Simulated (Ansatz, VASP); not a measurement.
B in VASP and in Ansatz

```
B
1.0
     3.33335    0.00000    0.00000
    -1.66667    2.88676    0.00000
     0.00000    0.00000    2.04334
B
3
Cartesian
  0.0000 0.0000 0.0000
  0.0000 1.9245 1.0217
  1.6667 0.9623 1.0217
```

Alike in both runs: task relaxation of cell and atoms; functional revPBE; k mesh 11 × 11 × 15; occupations fermi-dirac, width 0.1 eV; no spin polarisation.

|  | VASP | Ansatz |
| --- | --- | --- |
| version | VASP 6.6.1 | Ansatz 0.2.0 |
| potentials or method | VASP PAW PBE potentials, release 64 (B), cutoff 600 eV | plane waves (420 eV) with PAW, scalar-relativistic |
| valence electrons in the cell | 9 | 9 |

Ansatz gave:

```
relaxed volume (Å³/atom)                                     : 6.78
relaxed cell length with the largest relative difference (Å) : 2.839
```

Question: What did VASP give for the same quantities?

Answer: Relaxed volume (Å³/atom): 6.76; relaxed cell length with the largest relative difference (Å): 2.836.

VASP's potentials were made for PBE, not for revPBE.
